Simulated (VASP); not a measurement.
Here is a VASP 6.6.1 calculation.

File INCAR:

```
SYSTEM = Al
  ALGO = Normal
  EDIFF = 1E-6
  ENCUT = 520
  ISIF = 2
  ISMEAR = -1
  LASPH = .True.
  LCHARG = .False.
  LREAL = .False.
  LWAVE = .False.
  NBANDS = 10
  NELM = 80
  PREC = Accurate
  SIGMA = 0.08
```

File KPOINTS:

```
k-points
0
Gamma
  12 12 12
  0 0 0
```

File POSCAR:

```
Al
1.0
    0.0000000000      2.1929261603      2.1929261603
    2.1929261603      0.0000000000      2.1929261603
    2.1929261603      2.1929261603      0.0000000000
Al
2
Direct
   -0.1250000000     -0.1250000000     -0.1250000000
    0.1250000000      0.1250000000      0.1250000000
```

Potentials or basis: VASP PAW LDA potentials, release 64 (Al).

Command:

```bash
$ cat potpaw_LDA.64/Al/POTCAR > POTCAR
$ mpirun -np 1 vasp_std > vasp.out
```

(1) Estimate the pressure.

(2) Estimate the band gap on the k mesh.

Answers

(1) 206.4 GPa.

(2) zero (band 3 reaches 17.05 eV, above the bottom of band 4 at 8.12 eV).
